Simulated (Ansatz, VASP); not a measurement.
# VN in VASP and in Ansatz

INCAR

```
  ALGO = Normal
  EDIFF = 1E-6
  ENCUT = 600
  GGA = PS
  GGA_COMPAT = False
  ISIF = 2
  ISMEAR = 0
  LASPH = True
  LCHARG = False
  LREAL = False
  LWAVE = False
  NBANDS = 16
  NELM = 120
  PREC = Accurate
  SIGMA = 0.1
```

The input KPOINTS:

```
k-points
0
Gamma
  8 8 8
```

POSCAR

```
VN
1.0
    0.0000000000      2.0600010983      2.0600010983
    2.0600010983      0.0000000000      2.0600010983
    2.0600010983      2.0600010983      0.0000000000
V N
1 1
Direct
    0.5000000000      0.5000000000      0.5000000000
    0.0000000000      0.0000000000      0.0000000000
```

Input for Ansatz:

```yaml
crystal:
  lattice:
    - [0.0, 2.0600010983, 2.0600010983]
    - [2.0600010983, 0.0, 2.0600010983]
    - [2.0600010983, 2.0600010983, 0.0]
  atoms:
    - { symbol: V, position: [0.5, 0.5, 0.5] }
    - { symbol: "N", position: [0.0, 0.0, 0.0] }
basis:
  ecutwfc: 420
kpoints:
  mp_grid: { grid: [8, 8, 8] }
hamiltonian:
  xc: pbesol
scf:
  occupations: { method: gaussian, width: 0.1 }
output:
  forces: true
  stress: true
  eigenvalues: true
```

Alike in both runs: task single point; functional PBEsol; k mesh 8 × 8 × 8; occupations gaussian, width 0.1 eV; no spin polarisation.

|  | VASP | Ansatz |
| --- | --- | --- |
| version | VASP 6.6.1 | Ansatz 0.2.0 |
| potentials or method | VASP PAW PBE potentials, release 64 (V_sv, N), cutoff 600 eV | scalar-relativistic, plane waves, PAW |
| valence electrons in the cell | 18 | 18 |

Ansatz gave:

- gap on the k mesh at the Fermi level (eV): none
- pressure (GPa): -10.9

Q: Which values does VASP return?

A: gap on the k mesh at the Fermi level (eV): none; pressure (GPa): -10.5.

VASP's potentials were made for PBE, not for PBEsol. A gap of «none» marks a metal or a gap that the smearing closes.
